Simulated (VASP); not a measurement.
Crystal: SiHg2 (fluorite type).

```
Si Hg
1.0
     0.00000    3.16498    3.16498
     3.16498    0.00000    3.16498
     3.16498    3.16498    0.00000
Si Hg
1 2
Direct
  0.00000 0.00000 0.00000
  0.25000 0.25000 0.25000
  0.75000 0.75000 0.75000
```

| Property | Result |
| --- | --- |
| Program | VASP 6.6.1 |
| Task | relaxation of cell and atoms |
| Functional | PBE |
| Potentials or basis | VASP PAW PBE potentials, release 64 (Si, Hg_sv_GW) |
| Cutoff | 550 eV |
| k mesh | 9 × 9 × 9 |
| Occupations | fermi-dirac, width 0.03 eV |
| Spin | no spin polarisation |

At the start: pressure 7.4 GPa; volume 21.14 Å³/atom.

Where does the relaxation end?

Over 3 steps the energy falls by 47.7 meV/atom and the volume is 23.40 Å³/atom (+10.7 %); space group Fm-3m (No. 225, to 0.1 Å) before and after.

The path:
| step | energy change (eV) | largest force (eV/Å) | pressure (GPa) | volume (Å³) |
| --- | --- | --- | --- | --- |
| 1 | 0.0000 | 0.0000 | 7.44 | 63.41 |
| 2 | -0.1271 | 0.0000 | -1.90 | 72.84 |
| 3 | -0.1431 | 0.0000 | 0.03 | 70.19 |

Final structure:
```xyz
3
Lattice="0.0000 3.2740 3.2740 3.2740 0.0000 3.2740 3.2740 3.2740 0.0000" Properties=species:S:1:pos:R:3 pbc="T T T"
Si    0.0000    0.0000    0.0000
Hg    1.6370    1.6370    1.6370
Hg    4.9110    4.9110    4.9110
```
